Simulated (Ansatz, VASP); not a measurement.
# Sc2AlP3: VASP beside Ansatz

File INCAR:

```
SYSTEM = Sc2AlP3
ALGO = Normal
EDIFF = 1E-7
EDIFFG = -0.04
ENCUT = 600
GGA = PE
IBRION = 2
ISIF = 3
ISMEAR = 0
LASPH = .True.
LCHARG = .False.
LREAL = .False.
LWAVE = .False.
NELM = 60
NSW = 90
PREC = Accurate
SIGMA = 0.1
```

The input KPOINTS:

```
k-points
0
Gamma
  4 4 4
  0 0 0
```

Contents of POSCAR:

```
Sc2AlP3
1.0
    4.1911104600      0.0000000000      0.0000000000
    0.0000000000      4.1911104600      0.0000000000
    0.0000000000      0.0000000000      6.1123114500
Sc Al P
2 1 3
Direct
    0.0000000000      0.5000000000      0.7302540000
    0.5000000000      0.0000000000      0.2697460000
    0.0000000000      0.0000000000      0.0000000000
    0.5000000000      0.5000000000      0.8142279200
    0.5000000000      0.5000000000      0.1857720800
    0.5000000000      0.5000000000      0.5000000000
```

Input for Ansatz:

```yaml
crystal:
  lattice:
    - [4.19111046, 0.0, 0.0]
    - [0.0, 4.19111046, 0.0]
    - [0.0, 0.0, 6.11231145]
  atoms:
    - { symbol: Sc, position: [0.0, 0.5, 0.730254] }
    - { symbol: Sc, position: [0.5, 0.0, 0.269746] }
    - { symbol: Al, position: [0.0, 0.0, 0.0] }
    - { symbol: P, position: [0.5, 0.5, 0.81422792] }
    - { symbol: P, position: [0.5, 0.5, 0.18577208] }
    - { symbol: P, position: [0.5, 0.5, 0.5] }
basis:
  ecutwfc: 420
kpoints:
  mp_grid: { grid: [4, 4, 4] }
hamiltonian:
  xc: pbe
scf:
  occupations: { method: gaussian, width: 0.1 }
  lower_state_search: "off"
output:
  forces: true
  stress: true
  eigenvalues: true
relax:
  adjacent_minimum: "off"
  f_tol: 0.04
  max_steps: 70
  cell: { stress_tol: 0.4 }
```

Alike in both runs: task relaxation of cell and atoms; functional PBE; k mesh 4 × 4 × 4; occupations gaussian, width 0.1 eV; no spin polarisation.

```csv
,VASP,Ansatz
version,VASP 6.6.1,Ansatz 0.2.0
potentials or method,"VASP PAW PBE potentials, release 64 (Sc_sv, Al, P), cutoff 600 eV","scalar-relativistic, plane waves, PAW"
valence electrons in the cell,40,40
```

```tsv
	VASP	Ansatz	Ansatz less VASP
gap on the k mesh at the Fermi level, each at its own relaxed structure (eV)	none	none	-
relaxed volume (Å³/atom)	21.87	21.85	-0.023
relaxed length of the cell vector where the two differ most in proportion (Å)	3.855	3.851	-0.0034
```

A gap of «none» marks a metal or a gap that the smearing closes.

The k mesh is coarse, so the values compare programs but aren't converged. Noted on VASP's run: the volume moved by over 15 % at a fixed basis, so the end points are rough.
